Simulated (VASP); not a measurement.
# PbO: single point with PBE+D3(BJ)

PbO, a slab with vacuum:

```
Pb O
1.0
     4.01118    0.00000    0.00000
     0.00000    4.01118    0.00000
     0.00000    0.00000   20.41449
Pb O
2 2
Direct
  0.50000 0.00000 0.44086
  0.00000 0.50000 0.55914
  0.00000 0.00000 0.50000
  0.50000 0.50000 0.50000
```

```json
{"Program": "VASP 6.6.1", "Task": "single point", "Functional": "PBE", "Dispersion": "D3(BJ)", "Potentials or basis": "VASP PAW PBE potentials, release 64 (Pb_d, O)", "Cutoff": "520 eV", "k mesh": "7 × 7 × 1", "Occupations": "gaussian, width 0.05 eV", "Spin": "no spin polarisation"}
```

The largest force is 0.039 eV/Å and the band gap on the k mesh is 2.59 eV. The dispersion energy per atom is -0.138 eV.

Forces on the atoms (eV/Å):
```
Pb   0.000  0.000 -0.039
Pb   0.000  0.000  0.039
O    0.000  0.000  0.000
O    0.000  0.000  0.000
```

Levels at points of the mesh, in eV from the valence-band top:
```
           k point  band 17  band 18  band 19  band 20  band 21  band 22  band 23  band 24
(0.00, 0.00, 0.00)    -1.08    -0.99    -0.99     0.00     2.59     2.60     4.52     4.70
```

Wall time 5.7 min on 1 thread of Intel Xeon 8259CL (shared host), peak memory 0.41 GiB.

Caveat: spin-orbit coupling is left out, which moves the levels of the heavy elements.
